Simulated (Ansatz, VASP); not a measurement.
# InGa3As4: VASP beside Ansatz

```
Ga As In
1.0
     5.77920    0.00000    0.00000
     0.00000    5.77920    0.00000
     0.00000    0.00000    5.77920
Ga As In
3 4 1
Direct
  0.50000 0.00000 0.00000
  0.00000 0.50000 0.00000
  0.00000 0.00000 0.50000
  0.75954 0.24046 0.24046
  0.24046 0.75954 0.24046
  0.24046 0.24046 0.75954
  0.75954 0.75954 0.75954
  0.50000 0.50000 0.50000
```

Alike in both runs: task single point; functional PBE; k mesh 4 × 4 × 4; occupations fermi-dirac, width 0.02 eV; no spin polarisation.

|  | VASP | Ansatz |
| --- | --- | --- |
| version | VASP 6.6.1 | Ansatz 0.2.0 |
| potentials or method | VASP PAW PBE potentials, release 64 (Ga_d, As, In_d) | plane waves, PAW |
| plane-wave cutoff (eV) | 520 | 420 |
| valence electrons in the cell | 72 | 112 |

Ansatz gave:

```
pressure (GPa) : 2.5
```

Question: Which values does VASP return?

Answer: Pressure (GPa): 2.7.

With one functional, cell and mesh, what is left measures potentials, basis and numerics. VASP's potentials hold 72 valence electrons a cell and Ansatz's 112, so a difference there can come from the potentials and not from the codes.
